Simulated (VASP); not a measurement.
# TiAl3 (Pm-3m) in VASP: a series of runs, part 2 of 2

VASP 6.6.1. Earlier steps stand in the parts before.

## (3) Single point, PBEsol (volume scaled by 1.06)

Contents of INCAR:

```
PREC = Accurate
ENCUT = 520
EDIFF = 1E-6
ISMEAR = 0
SIGMA = 0.1
LREAL = False
LASPH = True
NELM = 60
ALGO = Normal
ISIF = 2
LWAVE = False
LCHARG = False
GGA = PS
NBANDS = 18
```

Contents of KPOINTS:

```
Automatic mesh
0
Gamma
  10 10 10
```

Contents of POSCAR:

```
TiAl3
1.0
    4.0257829960      0.0000000000      0.0000000000
    0.0000000000      4.0257829960      0.0000000000
    0.0000000000      0.0000000000      4.0257829960
Ti Al
1 3
Direct
    0.0000000000      0.0000000000      0.0000000000
    0.5000000000      0.5000000000      0.0000000000
    0.5000000000      0.0000000000      0.5000000000
    0.0000000000      0.5000000000      0.5000000000
```

Potentials or basis: VASP PAW PBE potentials, release 64 (Ti_sv, Al).

Command:

```
> cat potpaw_PBE.64/Ti_sv/POTCAR potpaw_PBE.64/Al/POTCAR > POTCAR
> mpirun -np 1 vasp_std > vasp.out
```

OUTCAR:

```text
PREC = Accurate
   ENCUT = 520
   EDIFF = 1E-6
   ISMEAR = 0
   LREAL = False
   LASPH = True
   NELM = 60
   ISIF = 2
   GGA = PS

 ion  position               nearest neighbor table
   1  0.000  0.000  0.000-   2 2.85   3 2.85   4 2.85   3 2.85   4 2.85   2 2.85   4 2.85   4 2.85
                             2 2.85   3 2.85   3 2.85   2 2.85
   2  0.500  0.500  0.000-   1 2.85   3 2.85   4 2.85   3 2.85   4 2.85   1 2.85   3 2.85   3 2.85
                             1 2.85   4 2.85   4 2.85   1 2.85
   3  0.500  0.000  0.500-   1 2.85   2 2.85   4 2.85   1 2.85   2 2.85   2 2.85   4 2.85   2 2.85
                             1 2.85   4 2.85   1 2.85   4 2.85
   4  0.000  0.500  0.500-   1 2.85   2 2.85   3 2.85   1 2.85   2 2.85   1 2.85   3 2.85   1 2.85
                             2 2.85   3 2.85   2 2.85   3 2.85

  LATTYP: Found a simple cubic cell.
 ALAT       =     4.0257829960

  Lattice vectors:

 A1 = (   4.0257829960,   0.0000000000,   0.0000000000)
 A2 = (   0.0000000000,   4.0257829960,   0.0000000000)
 A3 = (   0.0000000000,   0.0000000000,   4.0257829960)

Analysis of symmetry for initial positions (statically):
=====================================================================
 Subroutine PRICEL returns:
 Original cell was already a primitive cell.

 Routine SETGRP: Setting up the symmetry group for a
 simple cubic supercell.

 Subroutine GETGRP returns: Found 48 space group operations
 (whereof 48 operations were pure point group operations)
 out of a pool of 48 trial point group operations.

The static configuration has the point symmetry O_h .

Analysis of symmetry for dynamics (positions and initial velocities):
=====================================================================
 Subroutine PRICEL returns:
 Original cell was already a primitive cell.

 Routine SETGRP: Setting up the symmetry group for a
 simple cubic supercell.

 Subroutine GETGRP returns: Found 48 space group operations
 (whereof 48 operations were pure point group operations)
[... 122 lines left out ...]
   EFERMI_NEDOS =   21; number of points for ismear=-14 and -15
   IALGO  =     38    algorithm
   IMIX   =      4    mixing-type and parameters
     AMIX     =   0.40;   BMIX     =  1.00
     AMIX_MAG =   1.60;   BMIX_MAG =  1.00
  volume/ion in A,a.u.               =      16.31       110.07
  Fermi-wavevector in a.u.,A,eV,Ry     =   1.121926  2.120133 17.125899  1.258718
  Thomas-Fermi vector in A             =   2.258583
   LORBIT       =      0    0 simple, 1 ext, 2 COOP (PROOUT), +10 PAW based schemes
   GGA     = PS    functional components
   LHFCALC =     F    Hartree Fock is set to
   AEXX    =    0.0000 exact exchange contribution
   IVDW    =     0    specifies the selected vdW correction
   LEPSILON=     F    determine dielectric tensor
   LRPA    =     F    only Hartree local field effects (RPA)
 non-spin polarized calculation
 Gauss-broadening in eV      SIGMA  =   0.10
  energy-cutoff  :      520.00
  volume of cell :       65.25
 maximum number of plane-waves:      1791
 NGX is ok and might be reduce to    30
   NGX = 15   NGY = 15   NGZ = 15

 number of electron      20.9999997 magnetization

 Free energy of the ion-electron system (eV)
  ---------------------------------------------------
  ext. energy  EPLUGINS =         0.00000000
  ---------------------------------------------------
  free energy    TOTEN  =       -22.05945198 eV

  energy without entropy =      -22.04777883  energy(sigma->0) =      -22.05361540

 E-fermi :   8.5027     XC(G=0): -10.7027

 val. band max:        8.4795112762   @ k =   0.1000   0.1000   0.0000
 cond. band min:       8.5032343896   @ k =   0.4000   0.4000   0.1000
 fundamental gap:      0.0237231134
 Fermi energy:         8.5026678264

 k-point     1 :       0.0000    0.0000    0.0000
  band No.  band energies     occupation
      1     -48.3493      2.00000
      2     -24.7421      2.00000
      3     -24.7421      2.00000
      4     -24.7421      2.00000
      5      -2.0267      2.00000
      6       5.4840      2.00000
[... 481 lines left out ...]
      5      -1.0222      2.00000
      6       2.5606      2.00000
[... 10 lines left out ...]
     17      12.4998      0.00000
     18      13.8029      0.00000

 [... further k-points ...]
[... 5 lines left out ...]
  --------------------------------------------------------------------------------------
  -------------------------------------------------------------------------------------
  Total       -2.3659637     -2.3659637     -2.3659637      0.0000000      0.0000000     -0.0000000
  in kB      -58.0988546    -58.0988546    -58.0988546      0.0000000      0.0000000     -0.0000000
  external PRESSURE =     -58.0988546 kB  Pullay stress =       0.0000000 kB

 VOLUME and BASIS-vectors are now :
 -----------------------------------------------------------------------------
  energy-cutoff  :      520.00
  volume of cell :       65.25
      direct lattice vectors                 reciprocal lattice vectors
     4.025782996  0.000000000  0.000000000     0.248398883  0.000000000  0.000000000
     0.000000000  4.025782996  0.000000000     0.000000000  0.248398883  0.000000000
     0.000000000  0.000000000  4.025782996     0.000000000  0.000000000  0.248398883

 POSITION                                       TOTAL-FORCE (eV/Angst)
 -----------------------------------------------------------------------------------
      0.00000      0.00000      0.00000         0.000000      0.000000      0.000000
      2.01289      2.01289      0.00000         0.000000      0.000000      0.000000
      2.01289      0.00000      2.01289         0.000000      0.000000      0.000000
      0.00000      2.01289      2.01289         0.000000      0.000000      0.000000
 -----------------------------------------------------------------------------------
    total drift:                                0.000000     -0.000000      0.000000

  FREE ENERGIE OF THE ION-ELECTRON SYSTEM (eV)
  ---------------------------------------------------
  free  energy   TOTEN  =       -22.0594519774 eV

  energy  without entropy=      -22.0477788271  energy(sigma->0) =      -22.05361540
```

stdout:

```text
POSCAR found type information on POSCAR TiAl
 POSCAR found :  2 types and       4 ions
 scaLAPACK will be used
 -----------------------------------------------------------------------------
|                                                                             |
|                                                                             |
|     You enforced a specific xc type in the INCAR file but a different       |
|     I HOPE YOU KNOW WHAT YOU ARE DOING!                                     |
|                                                                             |
 -----------------------------------------------------------------------------

 LDA part: xc-table for (Slater+PW92), standard interpolation
 POSCAR, INCAR and KPOINTS ok, starting setup
 FFT: planning ... GRIDC
 FFT: planning ... GRID_SOFT
 FFT: planning ... GRID
 WAVECAR not read
 entering main loop
```

Run time: 22 s. Hardware: 1 thread of Intel Xeon 6975P-C (Granite Rapids), shared host; peak memory 0.2 GiB.

Results:

| Item | Value |
| --- | --- |
| Free energy | -22.0595 eV |
| Pressure | -5.8 GPa |

Levels at points of the mesh, in eV from the Fermi level:
```
           k point  band 7  band 8  band 9  band 10  band 11  band 12  band 13  band 14
(0.00, 0.00, 0.00)   -3.02   -2.13   -2.13    -2.13     0.14     0.14     0.14     0.71
(0.50, 0.00, 0.00)   -2.18   -2.18   -2.08     0.36     0.68     0.68     0.85     1.02
(0.50, 0.50, 0.00)   -6.03   -4.90   -1.21    -1.21     0.58     0.78     1.04     1.08
(0.50, 0.50, 0.50)   -5.06   -4.80   -3.43    -3.43    -3.43     0.08     1.10     1.10
```

Caveat: the PAW data sets were made with another functional, which shifts forces and pressure a little.

## (4) Single point, PBEsol (volume scaled by 1.10)

Contents of INCAR:

```
SYSTEM = TiAl3
PREC = Accurate
ENCUT = 520
EDIFF = 1E-6
ISMEAR = 0
SIGMA = 0.1
LREAL = .False.
LASPH = .True.
NELM = 100
ALGO = Normal
ISIF = 2
LWAVE = .False.
LCHARG = .False.
GGA = PS
NBANDS = 18
```

Contents of KPOINTS:

```
regular mesh
0
Gamma
  10 10 10
  0 0 0
```

Contents of POSCAR:

```
TiAl3
1.0
    4.0757978367      0.0000000000      0.0000000000
    0.0000000000      4.0757978367      0.0000000000
    0.0000000000      0.0000000000      4.0757978367
Ti Al
1 3
Direct
    0.0000000000      0.0000000000      0.0000000000
    0.5000000000      0.5000000000      0.0000000000
    0.5000000000      0.0000000000      0.5000000000
    0.0000000000      0.5000000000      0.5000000000
```

Command:

```
> cat potpaw_PBE.64/Ti_sv/POTCAR potpaw_PBE.64/Al/POTCAR > POTCAR
> mpirun -np 1 vasp_std > vasp.out
```

It took 22 s on 1 thread of Intel Xeon 6975P-C (Granite Rapids), shared host; peak memory 0.21 GiB.

Results (log left out):

```yaml
Free_energy: -21.9483 eV
Pressure: -8.8 GPa
```

Levels at points of the mesh, in eV from the Fermi level:
| k point | band 8 | band 9 | band 10 | band 11 | band 12 | band 13 |
| --- | --- | --- | --- | --- | --- | --- |
| (0.00, 0.00, 0.00) | -2.09 | -2.09 | -2.09 | 0.15 | 0.15 | 0.15 |
| (0.50, 0.00, 0.00) | -2.10 | -1.98 | 0.35 | 0.66 | 0.66 | 0.80 |
| (0.50, 0.50, 0.00) | -4.78 | -1.16 | -1.16 | 0.57 | 0.74 | 0.98 |
| (0.50, 0.50, 0.50) | -4.65 | -3.35 | -3.35 | -3.35 | 0.04 | 1.04 |

Caveat: the PAW data sets were made with another functional, which shifts forces and pressure a little.

## (5) Summary

| cell | gap on the mesh (eV) | pressure (GPa) |
| --- | --- | --- |
| a = 3.987 Å, 4 atoms | none | -3.0 |
| a = 4.026 Å, 4 atoms | none | -5.8 |
| a = 4.076 Å, 4 atoms | none | -8.8 |

Alike in all rows: task single point; level PBEsol; potentials or basis VASP PAW PBE potentials, release 64 (Ti_sv, Al); no spin polarisation; k mesh 10 × 10 × 10; cutoff (eV) 520; smearing gaussian 0.1 eV.

Caveats: the PAW data sets were made with another functional, which shifts forces and pressure a little.

Absolute energies hang on the potentials; compare differences alone.
